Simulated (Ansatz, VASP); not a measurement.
**ZnS in VASP and in Ansatz**

```xyz
2
Lattice="0.0000 2.6484 2.6484 2.6484 0.0000 2.6484 2.6484 2.6484 0.0000" Properties=species:S:1:pos:R:3 pbc="T T T"
Zn    0.0000    0.0000    0.0000
S     1.3242    1.3242    1.3242
```

Alike in both runs: functional LDA; k mesh 12 × 12 × 12; occupations fermi-dirac, width 0.05 eV; no spin polarisation.

Ansatz relaxed the structure, and its values are those at the end. VASP's run is a single point on that final structure, the one shown.

```csv
,VASP,Ansatz
version,VASP 6.6.1,Ansatz 0.2.0
potentials or method,"VASP PAW LDA potentials, release 64 (Zn, S)","PAW with Ansatz's default frozen-core files, scalar-relativistic"
plane-wave cutoff (eV),520,420
valence electrons in the cell,18,18
```

|  | VASP | Ansatz | Ansatz less VASP |
| --- | --- | --- | --- |
| pressure (GPa) | 0.2 | 0.0 | -0.23 |

LDA's correlation is that of Perdew and Zunger in VASP and of Perdew and Wang (1992) in Ansatz.
